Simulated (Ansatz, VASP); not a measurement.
# One calculation of AgCl, two programs

```
Ag Cl
1.0
     0.00000    2.75311    2.75311
     2.75311    0.00000    2.75311
     2.75311    2.75311    0.00000
Ag Cl
1 1
Cartesian
  0.0000 0.0000 0.0000
  2.7531 2.7531 2.7531
```

Alike in both runs: task single point; functional r2SCAN; k mesh 8 × 8 × 8; occupations fermi-dirac, width 0.05 eV; no spin polarisation.

```csv
,VASP,Ansatz
version,VASP 6.6.1,Ansatz 0.2.0
potentials or method,"VASP PAW PBE potentials, release 64 (Ag, Cl)",Ansatz PAW
plane-wave cutoff (eV),520,500
valence electrons in the cell,18,26
```

|  | VASP | Ansatz | Ansatz less VASP |
| --- | --- | --- | --- |
| gap on the k mesh at the Fermi level (eV) | 1.42 | 1.48 | +0.053 |
| least direct gap on the mesh (eV) | 3.78 | 3.82 | +0.045 |
| pressure (GPa) | 1.0 | 1.1 | +0.07 |

VASP's potentials were made for PBE, not for r2SCAN. VASP's potentials hold 18 valence electrons a cell and Ansatz's 26, so a difference there can come from the potentials and not from the codes.
